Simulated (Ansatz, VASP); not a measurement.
# Te2Mo: VASP beside Ansatz

```
Mo Te
1.0
     0.00000    3.21736    3.21736
     3.21736    0.00000    3.21736
     3.21736    3.21736    0.00000
Mo Te
1 2
Direct
  0.00000 0.00000 0.00000
  0.25000 0.25000 0.25000
  0.75000 0.75000 0.75000
```

Alike in both runs: task relaxation of cell and atoms; functional PBE; k mesh 11 × 11 × 11; occupations fermi-dirac, width 0.05 eV; no spin polarisation.

|  | VASP | Ansatz |
| --- | --- | --- |
| version | VASP 6.6.1 | Ansatz 0.2.0 |
| potentials or method | VASP PAW PBE potentials, release 64 (Mo_sv, Te) | PAW with Ansatz's default frozen-core files, scalar-relativistic |
| plane-wave cutoff (eV) | 600 | 420 |
| valence electrons in the cell | 26 | 46 |

```csv
,VASP,Ansatz,Ansatz less VASP
relaxed volume (Å³/atom),24.57,24.57,+0.009
relaxed cell length with the largest relative difference (Å),4.706,4.707,+0.0006
```

VASP's potentials hold 26 valence electrons a cell and Ansatz's 46, so a difference there can come from the potentials and not from the codes.

Spin-orbit coupling is off throughout.
